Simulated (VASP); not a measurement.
Ge: single point with PBEsol

The system is Ge.

```
Ge
1.0
     2.26692    0.00000    0.00000
    -1.13346    1.96321    0.00000
     0.00000    0.00000    3.70335
Ge
2
Cartesian
  0.0000 1.3088 0.9258
  1.1335 0.6544 2.7775
```

```json
{"Program": "VASP 6.6.1", "Task": "single point", "Functional": "PBEsol", "Potentials or basis": "VASP PAW PBE potentials, release 64 (Ge_d)", "Cutoff": "520 eV", "k mesh": "16 × 16 × 9", "Occupations": "fermi-dirac, width 0.08 eV", "Spin": "no spin polarisation"}
```

The pressure is 359.7 GPa and the band gap on the k mesh is zero (band 14 reaches 34.49 eV, above the bottom of band 15 at 15.49 eV).

Stress tensor (GPa, compression positive):
```
359.77   0.00   0.00
  0.00 359.77   0.00
  0.00   0.00 359.52
```

Levels at points of the mesh, in eV from the Fermi level:
```csv
k point,band 11,band 12,band 13,band 14,band 15,band 16,band 17,band 18
"(0.00, 0.00, 0.00)",-23.97,-13.21,-10.73,13.96,13.96,15.81,16.37,16.37
"(0.50, 0.00, 0.00)",-13.73,-13.10,-3.57,-2.85,-0.43,-0.25,3.92,10.22
```

Wall time 51 s on 1 thread of Intel(R) Xeon(R) Platinum 8259CL CPU @ 2.50GHz (Skylake/Cascade Lake) (shared host), peak memory 0.16 GiB.

Caveat: the PAW data sets were made with another functional, which shifts forces and pressure a little.
